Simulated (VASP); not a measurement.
# Lu (P6/mmm) in VASP: notebook

The runs below take Lu through single point, with PBE.

Everything below comes from runs of VASP 6.6.1. Logs are shortened: lines on timing, memory, paths and dates and some standing lists are left out, and cuts for length are marked.

## (1) The cell of the first run

The structure is hexagonal, space group P6/mmm (No. 191). Conventional cell: a = 5.644 Å, b = 5.644 Å, c = 3.542 Å, α = 90.00°, β = 90.00°, γ = 120.00°. Lu (site symmetry 6/mmm) has 14 Lu at 3.54 to 3.71 Å within 4.7 Å. Within 4.3 Å of Lu (site symmetry -6m2) lie 11 Lu at 3.26 to 3.71 Å.

This isn't the form of Lu at room conditions, which is hcp.

## (2) Single point, PBE (32.57 Å³/atom)

INCAR reads:

```
SYSTEM = Lu
PREC = Accurate
ENCUT = 520
EDIFF = 1E-7
ISMEAR = -1
SIGMA = 0.1
LREAL = .False.
LASPH = .True.
NELM = 60
ALGO = Normal
ISIF = 2
LWAVE = .False.
LCHARG = .False.
GGA = PE
NBANDS = 44
```

KPOINTS reads:

```
Automatic mesh
0
Gamma
  8 8 10
  0 0 0
```

POSCAR reads:

```
Lu
1.0
    5.6441498304      0.0000000000      0.0000000000
   -2.8220749152      4.8879771359      0.0000000000
    0.0000000000      0.0000000000      3.5417717495
Lu
3
Direct
    1.0000000000      1.0000000000      0.0000000000
    0.3333333333      0.6666666667      0.5000000000
    0.6666666667      0.3333333333      0.5000000000
```

Potentials or basis: VASP PAW PBE potentials, release 64 (Lu).

Command:

```bash
$ cat potpaw_PBE.64/Lu/POTCAR > POTCAR
$ mpirun -np 1 vasp_std > vasp.out
```

OUTCAR:

```text
SYSTEM = Lu
   PREC = Accurate
   ENCUT = 520
   EDIFF = 1E-7
   ISMEAR = -1
   LREAL = .False.
   LASPH = .True.
   NELM = 60
   ISIF = 2
   GGA = PE

 ion  position               nearest neighbor table
   1  0.000  0.000  0.000-   2 3.71   3 3.71   2 3.71   3 3.71   3 3.71   3 3.71   2 3.71   2 3.71
                             3 3.71   3 3.71   2 3.71   2 3.71
   2  0.333  0.667  0.500-   3 3.26   3 3.26   3 3.26   1 3.71   1 3.71   1 3.71   1 3.71   1 3.71
                             1 3.71
   3  0.667  0.333  0.500-   2 3.26   2 3.26   2 3.26   1 3.71   1 3.71   1 3.71   1 3.71   1 3.71
                             1 3.71

  LATTYP: Found a hexagonal cell.
 ALAT       =     5.6441498304
 C/A-ratio  =     0.6275120002

  Lattice vectors:

 A1 = (   5.6441498304,   0.0000000000,   0.0000000000)
 A2 = (  -2.8220749152,   4.8879771359,   0.0000000000)
 A3 = (   0.0000000000,   0.0000000000,   3.5417717495)

Analysis of symmetry for initial positions (statically):
=====================================================================
 Subroutine PRICEL returns:
 Original cell was already a primitive cell.

 Routine SETGRP: Setting up the symmetry group for a
 hexagonal supercell.

 Subroutine GETGRP returns: Found 24 space group operations
 (whereof 24 operations were pure point group operations)
 out of a pool of 24 trial point group operations.

The static configuration has the point symmetry D_6h.

Analysis of symmetry for dynamics (positions and initial velocities):
=====================================================================
 Subroutine PRICEL returns:
 Original cell was already a primitive cell.

 Routine SETGRP: Setting up the symmetry group for a
 hexagonal supercell.

 Subroutine GETGRP returns: Found 24 space group operations
 (whereof 24 operations were pure point group operations)
 out of a pool of 24 trial point group operations.

The dynamic configuration has the point symmetry D_6h.

 Subroutine INISYM returns: Found 24 space group operations
 (whereof 24 operations are pure point group operations),
 and found     1 'primitive' translations

----------------------------------------------------------------------------------------

                                     Primitive cell

  volume of cell :      97.7121

  direct lattice vectors                    reciprocal lattice vectors
     5.644149830  0.000000000  0.000000000     0.177174602  0.102291804  0.000000000
    -2.822074915  4.887977136  0.000000000     0.000000000  0.204583608  0.000000000
     0.000000000  0.000000000  3.541771750     0.000000000  0.000000000  0.282344564

  length of vectors
     5.644149830  5.644149830  3.541771750     0.204583608  0.204583608  0.282344564

  position of ions in fractional coordinates (direct lattice)
     0.000000000  0.000000000  0.000000000
     0.333333333  0.666666667  0.500000000
     0.666666667  0.333333333  0.500000000

  ion indices of the primitive-cell ions
   primitive index   ion index
                 1           1
                 2           2
                 3           3

----------------------------------------------------------------------------------------

 KPOINTS: Automatic mesh

Automatic generation of k-mesh.
 Grid dimensions read from file:
 generate k-points for:    8    8   10

 Generating k-lattice:

  Cartesian coordinates                     Fractional coordinates (reciprocal lattice)
     0.022146825  0.012786476  0.000000000     0.125000000 -0.000000000  0.000000000
     0.000000000  0.025572951  0.000000000     0.000000000  0.125000000  0.000000000
     0.000000000  0.000000000  0.028234456     0.000000000  0.000000000  0.100000000

  Length of vectors
     0.025572951  0.025572951  0.028234456

  Shift w.r.t. Gamma in fractional coordinates (k-lattice)
     0.000000000  0.000000000  0.000000000

 Subroutine IBZKPT returns following result:
 ===========================================

 Found     60 irreducible k-points:

 Following reciprocal coordinates:
            Coordinates               Weight
  0.000000  0.000000  0.000000      1.000000
  0.125000  0.000000  0.000000      6.000000
  0.250000  0.000000  0.000000      6.000000
  0.375000 -0.000000  0.000000      6.000000
  0.500000  0.000000  0.000000      3.000000
  0.125000  0.125000  0.000000      6.000000
[... 16 lines left out ...]
  0.250000  0.000000  0.200000     12.000000
  0.375000 -0.000000  0.200000     12.000000
 [... further k-points ...]
   k-points           NKPTS =     60   k-points in BZ     NKDIM =     60   number of bands    NBANDS=     44
   number of dos      NEDOS =    301   number of ions     NIONS =      3
   total plane-waves  NPLWV =  49392
   dimension x,y,z NGX =    42 NGY =   42 NGZ =   28
   dimension x,y,z NGXF=    84 NGYF=   84 NGZF=   56
   ions per type =               3
   NGX,Y,Z   is equivalent  to a cutoff of  12.37, 12.37, 13.14 a.u.
   NGXF,Y,Z  is equivalent  to a cutoff of  24.74, 24.74, 26.29 a.u.
 SYSTEM =  Lu
   PREC   = accura    normal or accurate (medium, high low for compatibility)
   ISTART =      0    job   : 0-new  1-cont  2-samecut
   ICHARG =      2    charge: 1-file 2-atom 10-const
   ISPIN  =      1    spin polarized calculation?
   LNONCOLLINEAR =      F non collinear calculations
   LSORBIT =      F    spin-orbit coupling
   LASPH  =      T    aspherical Exc in radial PAW
   ENCUT  =  520.0 eV  38.22 Ry    6.18 a.u.  10.49 10.49  6.59*2*pi/ulx,y,z
   NELM   =     60;   NELMIN=  2; NELMDL= -5     # of ELM steps
   EDIFF  = 0.1E-06   stopping-criterion for ELM
   LREAL  =      F    real-space projection
   EDIFFG = 0.1E-05   stopping-criterion for IOM
   NSW    =      0    number of steps for IOM
   IBRION =     -1    ionic relax: 0-MD 1-quasi-New 2-CG
   NFREE  =      0    steps in history (QN), initial steepest desc. (CG)
   ISIF   =      2    stress and relaxation
   ISYM   =      2    0-nonsym 1-usesym 2-fastsym
   POTIM  = 0.5000    time-step for ionic-motion
   TEBEG  =    0.0;   TEEND  =   0.0 temperature during run
   PSTRESS=    0.0 pullay stress
   NELECT =      75.0000    total number of electrons
   NUPDOWN=      -1.0000    fix difference up-down
   EMIN   =  10.00;   EMAX   =-10.00  energy-range for DOS
   EFERMI =   0.00;   METHOD = LEGACY
   ISMEAR =    -1;   SIGMA  =   0.10  broadening in eV -4-tet -1-fermi 0-gaus
   EFERMI_NEDOS =   21; number of points for ismear=-14 and -15
   IALGO  =     38    algorithm
   IMIX   =      4    mixing-type and parameters
     AMIX     =   0.40;   BMIX     =  1.00
     AMIX_MAG =   1.60;   BMIX_MAG =  1.00
  volume/ion in A,a.u.               =      32.57       219.80
  Fermi-wavevector in a.u.,A,eV,Ry     =   1.498922  2.832553 30.569141  2.246768
  Thomas-Fermi vector in A             =   2.610619
   LORBIT       =      0    0 simple, 1 ext, 2 COOP (PROOUT), +10 PAW based schemes
   GGA     = PE    functional components
   LHFCALC =     F    Hartree Fock is set to
   AEXX    =    0.0000 exact exchange contribution
   IVDW    =     0    specifies the selected vdW correction
   LEPSILON=     F    determine dielectric tensor
   LRPA    =     F    only Hartree local field effects (RPA)
 non-spin polarized calculation
  energy-cutoff  :      520.00
  volume of cell :       97.71
 maximum number of plane-waves:      2677
 NGX is ok and might be reduce to    42
   NGX = 21   NGY = 21   NGZ = 13

 number of electron      75.0000022 magnetization

 Free energy of the ion-electron system (eV)
  ---------------------------------------------------
  ext. energy  EPLUGINS =         0.00000000
  ---------------------------------------------------
  free energy    TOTEN  =       -13.23952559 eV

  energy without entropy =      -13.05704442  energy(sigma->0) =      -13.14828501

 E-fermi :   1.7666     XC(G=0): -10.1448

 val. band max:        1.7644892923   @ k =   0.2500   0.1250   0.3000
 cond. band min:       1.7690783737   @ k =   0.2500   0.2500   0.2000
 fundamental gap:      0.0045890814
 Fermi energy:         1.7665736424

 k-point     1 :       0.0000    0.0000    0.0000
  band No.  band energies     occupation
      1     -54.7457      2.00000
      2     -54.7134      2.00000
      3     -54.6727      2.00000
      4     -25.5304      2.00000
      5     -25.5304      2.00000
      6     -25.3690      2.00000
[... 36 lines left out ...]
     43       4.5033      0.00000
     44       4.9445      0.00000

 k-point     2 :       0.1250    0.0000    0.0000
  band No.  band energies     occupation
      1     -54.7446      2.00000
      2     -54.7145      2.00000
      3     -54.6727      2.00000
      4     -25.5419      2.00000
      5     -25.5298      2.00000
      6     -25.3545      2.00000
[... 36 lines left out ...]
     43       4.5805      0.00000
     44       4.6288      0.00000

 k-point     3 :       0.2500    0.0000    0.0000
  band No.  band energies     occupation
      1     -54.7414      2.00000
      2     -54.7175      2.00000
      3     -54.6730      2.00000
      4     -25.5646      2.00000
      5     -25.5182      2.00000
      6     -25.3232      2.00000
[... 36 lines left out ...]
     43       4.2549      0.00000
     44       4.5045      0.00000

 k-point     4 :       0.3750   -0.0000    0.0000
  band No.  band energies     occupation
      1     -54.7371      2.00000
      2     -54.7215      2.00000
      3     -54.6732      2.00000
      4     -25.5830      2.00000
      5     -25.4867      2.00000
      6     -25.3180      2.00000
[... 882 lines left out ...]
     43       4.3188      0.00000
     44       4.3635      0.00000

 k-point    23 :       0.2500    0.0000    0.2000
  band No.  band energies     occupation
      1     -54.7389      2.00000
      2     -54.7152      2.00000
      3     -54.6708      2.00000
      4     -25.5494      2.00000
      5     -25.5067      2.00000
      6     -25.3751      2.00000
[... 36 lines left out ...]
     43       3.9642      0.00000
     44       4.3471      0.00000

 k-point    24 :       0.3750   -0.0000    0.2000
  band No.  band energies     occupation
      1     -54.7348      2.00000
      2     -54.7192      2.00000
      3     -54.6710      2.00000
      4     -25.5649      2.00000
      5     -25.4809      2.00000
      6     -25.3739      2.00000
[... 36 lines left out ...]
     43       3.6870      0.00000
     44       4.6034      0.00000

 [... further k-points ...]

------------------------ aborting loop because EDIFF is reached ----------------------------------------

  FORCE on cell =-STRESS in cart. coord.  units (eV):
  Direction    XX          YY          ZZ          XY          YZ          ZX
  --------------------------------------------------------------------------------------
  -------------------------------------------------------------------------------------
  Total       -2.4493120     -2.4493120     -2.4646843      0.0000000      0.0000000     -0.0000000
  in kB      -40.1611768    -40.1611768    -40.4132354      0.0000000      0.0000000     -0.0000000
  external PRESSURE =     -40.2451963 kB  Pullay stress =       0.0000000 kB

 VOLUME and BASIS-vectors are now :
 -----------------------------------------------------------------------------
  energy-cutoff  :      520.00
  volume of cell :       97.71
      direct lattice vectors                 reciprocal lattice vectors
     5.644149830  0.000000000  0.000000000     0.177174602  0.102291804  0.000000000
    -2.822074915  4.887977136  0.000000000     0.000000000  0.204583608  0.000000000
     0.000000000  0.000000000  3.541771750     0.000000000  0.000000000  0.282344564

 POSITION                                       TOTAL-FORCE (eV/Angst)
 -----------------------------------------------------------------------------------
      0.00000      0.00000      0.00000         0.000000     -0.000000      0.000000
     -0.00000      3.25865      1.77089        -0.000000     -0.000000      0.000000
      2.82207      1.62933      1.77089         0.000000      0.000000      0.000000
 -----------------------------------------------------------------------------------
    total drift:                                0.000000      0.000000     -0.000000

  FREE ENERGIE OF THE ION-ELECTRON SYSTEM (eV)
  ---------------------------------------------------
  free  energy   TOTEN  =       -13.2395255897 eV

  energy  without entropy=      -13.0570444234  energy(sigma->0) =      -13.14828501
```

Run time: 6.3 min. Hardware: 1 thread of Intel Xeon Platinum 8259CL at 2.50GHz (Skylake/Cascade Lake), shared host; peak memory 0.35 GiB.

Results:

```
Free energy            : -13.2395 eV
Pressure               : -4.0 GPa
Band gap on the k mesh : zero (an odd number of electrons rules out a gap without spin polarisation)
```

Levels at points of the mesh, in eV from the Fermi level:
| k point | band 36 | band 37 | band 38 | band 39 | band 40 | band 41 |
| --- | --- | --- | --- | --- | --- | --- |
| (0.00, 0.00, 0.00) | -0.07 | -0.07 | -0.04 | -0.04 | 0.09 | 1.91 |
| (0.50, 0.00, 0.00) | -2.13 | 0.46 | 0.63 | 0.78 | 0.85 | 1.21 |
| (0.00, 0.00, 0.50) | -0.81 | -0.81 | -0.49 | -0.49 | 1.87 | 1.87 |
| (0.50, 0.00, 0.50) | -0.63 | -0.33 | -0.17 | -0.03 | 0.30 | 1.64 |

Caveat: the cell stands under tension; spin-orbit coupling is left out, which moves the levels of the heavy elements.

(Continued in part 2 of 2.)
